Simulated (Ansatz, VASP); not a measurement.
C: VASP beside Ansatz

```
C
1.0
     0.00000    1.77690    1.77690
     1.77690    0.00000    1.77690
     1.77690    1.77690    0.00000
C
2
Direct
  0.50000 0.50000 0.50000
  0.75000 0.75000 0.75000
```

Alike in both runs: functional PBEsol; k mesh 10 × 10 × 10; no spin polarisation.

Ansatz relaxed the structure, and its values are those at the end. VASP's run is a single point on that final structure, the one shown.

```csv
,VASP,Ansatz
version,VASP 6.6.1,Ansatz 0.2.0
potentials or method,"VASP PAW PBE potentials, release 64 (C)","plane waves, PAW"
plane-wave cutoff (eV),600,420
occupations,"gaussian, width 0.01 eV",fixed
valence electrons in the cell,8,8
```

```tsv
	VASP	Ansatz	Ansatz less VASP
pressure (GPa)	0.4	0.0	-0.44
```

VASP's potentials were made for PBE, not for PBEsol. Ansatz's warnings: stress scf threshold loose.
